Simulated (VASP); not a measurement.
KI: single point with PBE

The system is KI.

```
K I
1.0
     0.00000    0.00000   -8.58239
     0.00000   -8.58239    0.00000
    -8.58239    0.00000    0.00000
K I
8 8
Direct
  0.50000 0.50000 0.50000
  0.00000 0.50000 0.50000
  0.50000 0.00000 0.50000
  0.00000 0.00000 0.50000
  0.50000 0.50000 0.00000
  0.00000 0.50000 0.00000
  0.50000 0.00000 0.00000
  0.00000 0.00000 0.00000
  0.25000 0.25000 0.25000
  0.75000 0.25000 0.25000
  0.25000 0.75000 0.25000
  0.75000 0.75000 0.25000
  0.25000 0.25000 0.75000
  0.75000 0.25000 0.75000
  0.25000 0.75000 0.75000
  0.75000 0.75000 0.75000
```

```
Program                : VASP 6.6.1
Task                   : single point
Functional             : PBE
Potentials or basis    : VASP PAW PBE potentials, release 64 (K_sv, I)
Cutoff                 : 520 eV
k mesh                 : 1 × 1 × 1
Occupations            : gaussian, width 0.1 eV
Spin                   : no spin polarisation
Dipole correction      : no
Further INCAR settings : LREAL = Auto; ALGO = Normal; EDIFF = 1e-06; NBANDS = 78; ISYM = 0
```

```
Pressure               : 2.3 GPa
Band gap on the k mesh : 3.23 eV
```

Levels at points of the mesh, in eV from the valence-band top:
```csv
k point,band 62,band 63,band 64,band 65,band 66,band 67
"(0.00, 0.00, 0.00)",0.00,0.00,0.00,3.23,3.78,3.78
```

It took 2.3 min on 1 thread of AMD EPYC 7R13, with other jobs on the host, peak memory 0.55 GiB.

Caveat: the k points lie up to 0.73 Å⁻¹ apart; spin-orbit coupling is left out, which moves the levels of the heavy elements. PBE gaps usually lie below the measured ones, often by a third to a half.
